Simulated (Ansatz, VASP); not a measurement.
## Ti2Si: VASP beside Ansatz

INCAR

```
PREC     = Accurate       # precision mode
ENCUT    = 600            # plane-wave cutoff, eV
EDIFF    = 1E-7           # SCF threshold, eV
ISMEAR   = 0              # smearing method
SIGMA    = 0.1            # smearing width, eV
LREAL    = F              # projectors in reciprocal space
LASPH    = T              # aspherical terms in the spheres
NELM     = 60             # most SCF steps
ALGO     = Fast           # electronic algorithm
ISIF     = 3              # what is computed and relaxed
LWAVE    = F              # write WAVECAR
LCHARG   = F              # write CHGCAR
GGA      = PS             # functional
IBRION   = 2              # ionic algorithm
NSW      = 80             # ionic steps
EDIFFG   = -0.01          # ionic threshold
```

The input KPOINTS:

```
Automatic mesh
0
Gamma
  12 12 12
```

The input POSCAR:

```
Ti2Si
1.0
    1.7553081253      1.0134276187      4.7226330437
   -1.7553081253      1.0134276187      4.7226330437
    0.0000000000     -2.0268552373      4.7226330437
Ti Si
2 1
Direct
    0.2637250410      0.2637250410      0.2637250410
    0.7362749590      0.7362749590      0.7362749590
    0.5000000000      0.5000000000      0.5000000000
```

Input for Ansatz:

```yaml
crystal:
  lattice:
    - [1.7553081253, 1.0134276187, 4.7226330437]
    - [-1.7553081253, 1.0134276187, 4.7226330437]
    - [0.0, -2.0268552373, 4.7226330437]
  atoms:
    - { symbol: Ti, position: [0.263725041, 0.263725041, 0.263725041] }
    - { symbol: Ti, position: [0.736274959, 0.736274959, 0.736274959] }
    - { symbol: Si, position: [0.5, 0.5, 0.5] }
basis:
  ecutwfc: 420
kpoints:
  mp_grid: { grid: [12, 12, 12] }
hamiltonian:
  xc: pbesol
scf:
  occupations: { method: gaussian, width: 0.1 }
output:
  forces: true
  stress: true
  eigenvalues: true
  write_density: true
  write_potential: true
  elf: true
  volumetric_format: npy
relax:
  adjacent_minimum: "off"
  f_tol: 0.01
  max_steps: 60
  cell: { stress_tol: 0.1 }
```

Alike in both runs: task relaxation of cell and atoms; functional PBEsol; k mesh 12 × 12 × 12; occupations gaussian, width 0.1 eV; no spin polarisation.

|  | VASP | Ansatz |
| --- | --- | --- |
| version | VASP 6.6.1 | Ansatz 0.2.0 |
| potentials or method | VASP PAW PBE potentials, release 64 (Ti_sv, Si), cutoff 600 eV | scalar-relativistic, plane waves, PAW |
| valence electrons in the cell | 28 | 28 |

VASP gave:

| Item | Value |
| --- | --- |
| gap on the k mesh at the Fermi level, each at its own relaxed structure (eV) | none |
| relaxed volume (Å³/atom) | 16.87 |
| relaxed cell length with the largest relative difference (Å) | 5.118 |

Q: What did Ansatz give for the same quantities?

A: gap on the k mesh at the Fermi level, each at its own relaxed structure (eV): none; relaxed volume (Å³/atom): 16.86; relaxed cell length with the largest relative difference (Å): 5.115.

VASP's potentials were made for PBE, not for PBEsol. A gap of «none» marks a metal or a gap that the smearing closes.
